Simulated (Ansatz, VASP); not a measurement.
**One calculation of Si2W, two programs**

Contents of INCAR:

```
PREC = Accurate ; ENCUT = 520
EDIFF = 1E-7 ; ISMEAR = -1
SIGMA = 0.05 ; LREAL = F
LASPH = T ; NELM = 60
ALGO = Normal ; ISIF = 2
LWAVE = F ; LCHARG = F
GGA = PS ; NBANDS = 18
```

File KPOINTS:

```
Automatic mesh
0
Gamma
  12 12 12
```

The input POSCAR:

```
Si2W
1.0
   -1.6069000000      1.6069000000      3.9149500000
    1.6069000000     -1.6069000000      3.9149500000
    1.6069000000      1.6069000000     -3.9149500000
W Si
1 2
Direct
    0.0121670000     -0.0019450000      0.0117850000
    0.6816470000      0.6532560000      0.0082920000
    0.3346560000      0.3145310000     -0.0264480000
```

The input input.yaml:

```yaml
crystal:
  lattice:
    - [-1.6069, 1.6069, 3.91495]
    - [1.6069, -1.6069, 3.91495]
    - [1.6069, 1.6069, -3.91495]
  atoms:
    - { symbol: W, position: [0.012167, -0.001945, 0.011785] }
    - { symbol: Si, position: [0.681647, 0.653256, 0.008292] }
    - { symbol: Si, position: [0.334656, 0.314531, -0.026448] }
kpoints:
  mp_grid: { grid: [12, 12, 12] }
scf:
  occupations: { method: fermi_dirac, width: 0.05 }
hamiltonian:
  xc: pbesol
  pseudopotentials: { kind: all_electron, lapw: { basis_error: 0.001 } }
output:
  forces: true
  stress: true
  eigenvalues: true
  populations: true
```

Change from the starting cell: atoms moved at random, drawn with an rms of 0.05 Å.

Alike in both runs: task single point; functional PBEsol; k mesh 12 × 12 × 12; occupations fermi-dirac, width 0.05 eV; no spin polarisation.

```csv
,VASP,Ansatz
version,VASP 6.6.1,Ansatz 0.2.0
potentials or method,"VASP PAW PBE potentials, release 64 (W_sv, Si), cutoff 520 eV","all-electron LAPW, scalar-relativistic"
```

|  | VASP | Ansatz | Ansatz less VASP |
| --- | --- | --- | --- |
| gap on the k mesh at the Fermi level (eV) | none | none | - |
| pressure (GPa) | -0.7 | -1.0 | -0.37 |
| traceless stress, the component that is largest in VASP (GPa) | -0.59 | -0.58 | +0.015 |
| rms of the force components (eV/Å) | 0.404 | 0.398 | -0.0051 |

VASP's potentials were made for PBE, not for PBEsol. Atom by atom the forces differ by 0.006 eV/Å (rms over components). A gap of «none» marks a metal or a gap that the smearing closes. Ansatz ran all-electron here, and VASP with PAW potentials.

Spin-orbit coupling is off throughout.
